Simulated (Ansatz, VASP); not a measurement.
# TiNi: VASP beside Ansatz

```
Ti Ni
1.0
     2.81291    0.00000    0.00000
     0.00000    2.81291    0.00000
     0.00000    0.00000    3.38776
Ti Ni
1 1
Cartesian
  1.4065 1.4065 1.6939
  0.0000 0.0000 0.0000
```

Alike in both runs: task single point; functional PBEsol; k mesh 20 × 20 × 14; occupations gaussian, width 0.15 eV; no spin polarisation.

```csv
,VASP,Ansatz
version,VASP 6.6.1,Ansatz 0.2.0
potentials or method,"VASP PAW PBE potentials, release 64 (Ti_sv, Ni), cutoff 520 eV","scalar-relativistic, plane waves, PAW"
valence electrons in the cell,22,30
```

Ansatz gave:

```
gap on the k mesh at the Fermi level (eV)                     : none
pressure (GPa)                                                : -5.0
traceless stress, the component that is largest in VASP (GPa) : -1.10
```

Problem. What did VASP give for the same quantities?

Solution. gap on the k mesh at the Fermi level (eV): none; pressure (GPa): -5.2; traceless stress, the component that is largest in VASP (GPa): -1.16.

VASP's potentials were made for PBE, not for PBEsol. A gap of «none» marks a metal or a gap that the smearing closes. The functional is the same, so the differences come from potentials, cutoffs and numerics. VASP's potentials hold 22 valence electrons a cell and Ansatz's 30, so a difference there can come from the potentials and not from the codes.
